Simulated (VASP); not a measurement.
# ZnO (P6_3mc) in VASP: dielectric tensor with r2SCAN

Aim: the dielectric tensor of ZnO with r2SCAN.

All numbers are computed with VASP 6.6.1; they aren't measurements. Logs are shortened: lines on timing, memory, paths and dates and some standing lists are left out, and cuts for length are marked.

### Step 1. The cell of the first run

The structure is hexagonal, space group P6_3mc (No. 186). Conventional cell: a = 3.138 Å, b = 3.138 Å, c = 5.055 Å, α = 90.00°, β = 90.00°, γ = 120.00°. Zn (site symmetry 3m) has 4 O at 1.91 to 1.92 Å within 2.5 Å. Within 2.5 Å of O (site symmetry 3m) lie 4 Zn at 1.91 to 1.92 Å.

### Step 2. Dielectric tensor, r2SCAN (strain -3.0%)

INCAR reads:

```
  PREC = Accurate
  ENCUT = 520
  EDIFF = 1E-8
  ISMEAR = 0
  SIGMA = 0.01
  LREAL = False
  LASPH = True
  NELM = 60
  ALGO = Normal
  ISIF = 2
  LWAVE = False
  LCHARG = False
  METAGGA = R2SCAN
  LMIXTAU = True
  LCALCEPS = True
```

KPOINTS reads:

```
regular mesh
0
Gamma
  9 9 4
```

POSCAR reads:

```
ZnO
1.0
    3.1382806409      0.0000000000      0.0000000000
   -1.5691403205      2.7178307592      0.0000000000
    0.0000000000      0.0000000000      5.0546232766
Zn O
2 2
Direct
    0.3333333333      0.6666666667     -0.0023477533
    0.6666666667      0.3333333333      0.4976522467
    0.3333333333      0.6666666667      0.3773477533
    0.6666666667      0.3333333333      0.8773477533
```

Potentials or basis: VASP PAW PBE potentials, release 64 (Zn, O).

On the command line:

```
$ cat potpaw_PBE.64/Zn/POTCAR potpaw_PBE.64/O/POTCAR > POTCAR
$ mpirun -np 1 vasp_std > vasp.out
```

OUTCAR:

```text
PREC = Accurate
   ENCUT = 520
   EDIFF = 1E-8
   ISMEAR = 0
   LREAL = False
   LASPH = True
   NELM = 60
   ISIF = 2
   METAGGA = R2SCAN

 ion  position               nearest neighbor table
   1  0.333  0.667  0.998-   4 1.91   4 1.91   4 1.91   3 1.92
   2  0.667  0.333  0.498-   3 1.91   3 1.91   3 1.91   4 1.92
   3  0.333  0.667  0.377-   2 1.91   2 1.91   2 1.91   1 1.92
   4  0.667  0.333  0.877-   1 1.91   1 1.91   1 1.91   2 1.92

  LATTYP: Found a hexagonal cell.
 ALAT       =     3.1382806409
 C/A-ratio  =     1.6106345655

  Lattice vectors:

 A1 = (   3.1382806409,   0.0000000000,   0.0000000000)
 A2 = (  -1.5691403205,   2.7178307592,   0.0000000000)
 A3 = (   0.0000000000,   0.0000000000,   5.0546232766)

Analysis of symmetry for initial positions (statically):
=====================================================================
 Subroutine PRICEL returns:
 Original cell was already a primitive cell.

 Routine SETGRP: Setting up the symmetry group for a
 hexagonal supercell.

 Subroutine GETGRP returns: Found 12 space group operations
 (whereof  6 operations were pure point group operations)
 out of a pool of 24 trial point group operations.

The static configuration has the point symmetry C_3v.
 The point group associated with its full space group is C_6v.

Analysis of symmetry for dynamics (positions and initial velocities):
=====================================================================
 Subroutine PRICEL returns:
 Original cell was already a primitive cell.

 Routine SETGRP: Setting up the symmetry group for a
 hexagonal supercell.

 Subroutine GETGRP returns: Found 12 space group operations
 (whereof  6 operations were pure point group operations)
 out of a pool of 24 trial point group operations.

The dynamic configuration has the point symmetry C_3v.
 The point group associated with its full space group is C_6v.

 Subroutine INISYM returns: Found 12 space group operations
 (whereof  6 operations are pure point group operations),
 and found     1 'primitive' translations

----------------------------------------------------------------------------------------

                                     Primitive cell

  volume of cell :      43.1125

  direct lattice vectors                    reciprocal lattice vectors
     3.138280641  0.000000000  0.000000000     0.318645817  0.183970248  0.000000000
    -1.569140321  2.717830759  0.000000000     0.000000000  0.367940497  0.000000000
     0.000000000  0.000000000  5.054623277     0.000000000  0.000000000  0.197838681

  length of vectors
     3.138280641  3.138280641  5.054623277     0.367940497  0.367940497  0.197838681

  position of ions in fractional coordinates (direct lattice)
     0.333333333  0.666666667  0.997652247
     0.666666667  0.333333333  0.497652247
     0.333333333  0.666666667  0.377347753
     0.666666667  0.333333333  0.877347753

  ion indices of the primitive-cell ions
   primitive index   ion index
                 1           1
                 2           2
                 3           3
                 4           4

----------------------------------------------------------------------------------------

 KPOINTS: regular mesh

Automatic generation of k-mesh.
 Grid dimensions read from file:
 generate k-points for:    9    9    4

 Generating k-lattice:

  Cartesian coordinates                     Fractional coordinates (reciprocal lattice)
     0.035405091  0.020441139  0.000000000     0.111111111  0.000000000  0.000000000
     0.000000000  0.040882277  0.000000000     0.000000000  0.111111111  0.000000000
     0.000000000  0.000000000  0.049459670     0.000000000  0.000000000  0.250000000

  Length of vectors
     0.040882277  0.040882277  0.049459670

  Shift w.r.t. Gamma in fractional coordinates (k-lattice)
     0.000000000  0.000000000  0.000000000

 Subroutine IBZKPT returns following result:
 ===========================================

 Found     36 irreducible k-points:

 Following reciprocal coordinates:
            Coordinates               Weight
  0.000000  0.000000  0.000000      1.000000
  0.111111 -0.000000  0.000000      6.000000
  0.222222  0.000000  0.000000      6.000000
  0.333333 -0.000000  0.000000      6.000000
  0.444444  0.000000  0.000000      6.000000
  0.111111  0.111111  0.000000      6.000000
[... 16 lines left out ...]
  0.333333  0.222222  0.250000     24.000000
  0.333333  0.333333  0.250000      4.000000
 [... further k-points ...]
   k-points           NKPTS =     36   k-points in BZ     NKDIM =     36   number of bands    NBANDS=     22
   number of dos      NEDOS =    301   number of ions     NIONS =      4
   total plane-waves  NPLWV =  23040
   dimension x,y,z NGX =    24 NGY =   24 NGZ =   40
   dimension x,y,z NGXF=    48 NGYF=   48 NGZF=   80
   ions per type =               2   2
   NGX,Y,Z   is equivalent  to a cutoff of  12.71, 12.71, 13.16 a.u.
   NGXF,Y,Z  is equivalent  to a cutoff of  25.43, 25.43, 26.31 a.u.
 SYSTEM =  unknown system
   PREC   = accura    normal or accurate (medium, high low for compatibility)
   ISTART =      0    job   : 0-new  1-cont  2-samecut
   ICHARG =      2    charge: 1-file 2-atom 10-const
   ISPIN  =      1    spin polarized calculation?
   LNONCOLLINEAR =      F non collinear calculations
   LSORBIT =      F    spin-orbit coupling
   LASPH  =      T    aspherical Exc in radial PAW
   ENCUT  =  520.0 eV  38.22 Ry    6.18 a.u.   5.84  5.84  9.40*2*pi/ulx,y,z
   NELM   =     60;   NELMIN=  2; NELMDL= -5     # of ELM steps
   EDIFF  = 0.1E-07   stopping-criterion for ELM
   LREAL  =      F    real-space projection
   EDIFFG = 0.1E-06   stopping-criterion for IOM
   NSW    =      0    number of steps for IOM
   IBRION =     -1    ionic relax: 0-MD 1-quasi-New 2-CG
   NFREE  =      0    steps in history (QN), initial steepest desc. (CG)
   ISIF   =      2    stress and relaxation
   ISYM   =      2    0-nonsym 1-usesym 2-fastsym
   POTIM  = 0.5000    time-step for ionic-motion
   TEBEG  =    0.0;   TEEND  =   0.0 temperature during run
   PSTRESS=    0.0 pullay stress
   NELECT =      36.0000    total number of electrons
   NUPDOWN=      -1.0000    fix difference up-down
   EMIN   =  10.00;   EMAX   =-10.00  energy-range for DOS
   EFERMI =   0.00;   METHOD = LEGACY
   ISMEAR =     0;   SIGMA  =   0.01  broadening in eV -4-tet -1-fermi 0-gaus
   EFERMI_NEDOS =   21; number of points for ismear=-14 and -15
   IALGO  =     38    algorithm
   IMIX   =      4    mixing-type and parameters
     AMIX     =   0.40;   BMIX     =  1.00
     AMIX_MAG =   1.60;   BMIX_MAG =  1.00
  volume/ion in A,a.u.               =      10.78        72.73
  Fermi-wavevector in a.u.,A,eV,Ry     =   1.541611  2.913222 32.335103  2.376563
  Thomas-Fermi vector in A             =   2.647532
   LORBIT       =      0    0 simple, 1 ext, 2 COOP (PROOUT), +10 PAW based schemes
   METAGGA = R2SCAN    functional components
   LHFCALC =     F    Hartree Fock is set to
   AEXX    =    0.0000 exact exchange contribution
   IVDW    =     0    specifies the selected vdW correction
   LEPSILON=     F    determine dielectric tensor
   LRPA    =     F    only Hartree local field effects (RPA)
   LRPA       =     F
 non-spin polarized calculation
 Gauss-broadening in eV      SIGMA  =   0.01
  energy-cutoff  :      520.00
  volume of cell :       43.11
 maximum number of plane-waves:      1182
 NGX is ok and might be reduce to    24
   NGX = 11   NGY = 11   NGZ = 19

 Total electronic dipole moment: p[elc]=(     0.00000    -0.00000    -5.01344 ) |e| Angst

 number of electron      35.9999967 magnetization

 Free energy of the ion-electron system (eV)
  ---------------------------------------------------
  ext. energy  EPLUGINS =         0.00000000
  ---------------------------------------------------
  free energy    TOTEN  =       -36.03400764 eV

  energy without entropy =      -36.03400764  energy(sigma->0) =      -36.03400764

 E-fermi :   1.8852     XC(G=0): -12.2525

 val. band max:        1.8202751513   @ k =   0.0000   0.0000   0.0000
 cond. band min:   10000.0000000000   @ k =   0.0000   0.0000   0.0000
 fundamental gap:   9998.1797248487
 Fermi energy:         1.8851659424

 k-point     1 :       0.0000    0.0000    0.0000
  band No.  band energies     occupation
      1     -18.1461      2.00000
      2     -17.3038      2.00000
      3      -4.7287      2.00000
      4      -4.5707      2.00000
      5      -4.5706      2.00000
      6      -4.4971      2.00000
[... 14 lines left out ...]
     21   10000.0000      0.00000
     22   10000.0000      0.00000

 k-point     2 :       0.1111   -0.0000    0.0000
  band No.  band energies     occupation
      1     -18.0678      2.00000
      2     -17.2688      2.00000
      3      -4.6896      2.00000
      4      -4.5926      2.00000
      5      -4.5233      2.00000
      6      -4.4507      2.00000
[... 14 lines left out ...]
     21   10000.0000      0.00000
     22   10000.0000      0.00000

 k-point     3 :       0.2222    0.0000    0.0000
  band No.  band energies     occupation
      1     -17.8581      2.00000
      2     -17.1851      2.00000
      3      -4.8739      2.00000
      4      -4.4892      2.00000
      5      -4.4100      2.00000
      6      -4.3312      2.00000
[... 14 lines left out ...]
     21   10000.0000      0.00000
     22   10000.0000      0.00000
[... 476 lines left out ...]
 k-point    23 :       0.3333    0.2222    0.2500
  band No.  band energies     occupation
      1     -17.2444      2.00000
      2     -17.1127      2.00000
      3      -4.7572      2.00000
      4      -4.6287      2.00000
      5      -4.3182      2.00000
      6      -4.1050      2.00000
[... 14 lines left out ...]
     21   10000.0000      0.00000
     22   10000.0000      0.00000

 k-point    24 :       0.3333    0.3333    0.2500
  band No.  band energies     occupation
      1     -17.1478      2.00000
      2     -17.1478      2.00000
      3      -4.5761      2.00000
      4      -4.4413      2.00000
      5      -4.4413      2.00000
      6      -4.1134      2.00000
[... 14 lines left out ...]
     21   10000.0000      0.00000
     22   10000.0000      0.00000

 [... further k-points ...]

------------------------ aborting loop because EDIFF is reached ----------------------------------------

            Ionic dipole moment: p[ion]=(     0.00000     0.00000    37.76727 ) |e| Angst

 Total electronic dipole moment: p[elc]=(     0.00000     0.00000    -5.00598 ) |e| Angst

 MACROSCOPIC STATIC DIELECTRIC TENSOR (including local field effects)
 ------------------------------------------------------
           4.102833    -0.000000     0.000000
          -0.000000     4.102833     0.000000
           0.000000    -0.000000     4.128979
 ------------------------------------------------------

 PIEZOELECTRIC TENSOR (including local field effects) (e Angst)
          XX          YY          ZZ          XY          YZ          ZX
  --------------------------------------------------------------------------------
  x     0.00000     0.00000    -0.00000    -0.00000    -0.00000     1.02982
  y     0.00000    -0.00000     0.00000     0.00000     1.03003    -0.00000
  z     0.95304     0.95304    -1.95505    -0.00000     0.00000     0.00000

 PIEZOELECTRIC TENSOR (including local field effects) (C/m^2)
          XX          YY          ZZ          XY          YZ          ZX
  --------------------------------------------------------------------------------
  x     0.00000     0.00000    -0.00000    -0.00000    -0.00000     0.38271
  y     0.00000    -0.00000     0.00000     0.00000     0.38279    -0.00000
  z     0.35417     0.35417    -0.72655    -0.00000     0.00000     0.00000

 BORN EFFECTIVE CHARGES (including local field effects) (in |e|, cummulative output)
 ---------------------------------------------------------------------------------
 ion    1
    1     2.02507    -0.00000     0.00000
    2    -0.00000     2.02507     0.00000
    3    -0.00000    -0.00000     2.08205
 ion    2
    1     2.02507    -0.00000     0.00000
    2    -0.00000     2.02507     0.00000
    3     0.00000     0.00000     2.08205
 ion    3
    1    -2.02507     0.00000     0.00000
    2     0.00000    -2.02507    -0.00000
    3    -0.00000     0.00000    -2.08205
 ion    4
    1    -2.02507     0.00000     0.00000
    2     0.00000    -2.02507     0.00000
    3     0.00000     0.00000    -2.08205

  FORCE on cell =-STRESS in cart. coord.  units (eV):
  Direction    XX          YY          ZZ          XY          YZ          ZX
  --------------------------------------------------------------------------------------
  -------------------------------------------------------------------------------------
  Total        4.9502298      4.9502298      4.9199770     -0.0000000      0.0000000      0.0000000
  in kB      183.9640510    183.9640510    182.8397753     -0.0000000      0.0000000      0.0000000
  external PRESSURE =     183.5892924 kB  Pullay stress =       0.0000000 kB

 VOLUME and BASIS-vectors are now :
 -----------------------------------------------------------------------------
  energy-cutoff  :      520.00
  volume of cell :       43.11
      direct lattice vectors                 reciprocal lattice vectors
     3.138280641  0.000000000  0.000000000     0.318645817  0.183970248  0.000000000
    -1.569140321  2.717830759  0.000000000     0.000000000  0.367940497  0.000000000
     0.000000000  0.000000000  5.054623277     0.000000000  0.000000000  0.197838681

 POSITION                                       TOTAL-FORCE (eV/Angst)
 -----------------------------------------------------------------------------------
     -0.00000      1.81189      5.04276        -0.000000      0.000000      0.001206
      1.56914      0.90594      2.51544         0.000000     -0.000000      0.001206
     -0.00000      1.81189      1.90735        -0.000000     -0.000000     -0.001206
      1.56914      0.90594      4.43466        -0.000000      0.000000     -0.001206
 -----------------------------------------------------------------------------------
    total drift:                               -0.000000     -0.000000     -0.044265

  FREE ENERGIE OF THE ION-ELECTRON SYSTEM (eV)
  ---------------------------------------------------
  free  energy   TOTEN  =       -36.0340076356 eV

  energy  without entropy=      -36.0340076356  energy(sigma->0) =      -36.03400764
```

Run time: 80 min. Hardware: 1 thread of Intel Xeon 8259CL, shared host; peak memory 0.68 GiB.

What came out:

| Property | Result |
| --- | --- |
| Band gap on the k mesh | 1.37 eV |
| Electronic dielectric tensor (diagonal) | 4.10, 4.10, 4.13 |
| Born charges (mean of the diagonal) | Zn +2.04; O -2.04 e |

Electronic dielectric tensor:
```
4.10 0.00 0.00
0.00 4.10 0.00
0.00 0.00 4.13
```

Born effective charge tensors (e):
atom 1, Zn
```
2.03 0.00 0.00
0.00 2.03 0.00
0.00 0.00 2.08
```
atom 2, Zn
```
2.03 0.00 0.00
0.00 2.03 0.00
0.00 0.00 2.08
```
atom 3, O
```
-2.03  0.00  0.00
 0.00 -2.03  0.00
 0.00  0.00 -2.08
```
atom 4, O
```
-2.03  0.00  0.00
 0.00 -2.03  0.00
 0.00  0.00 -2.08
```

Dipole moments of the cell (e·Å, modulo the quantum): ionic 0.000, 0.000, 37.767; electronic 0.000, 0.000, -5.006

Caveat: the cell differs from its parent crystal (strain -3.0%); the PAW data sets were made with another functional, which shifts forces and pressure a little.

The gap in the log of VASP goes by the Fermi energy; the results here count the filled bands.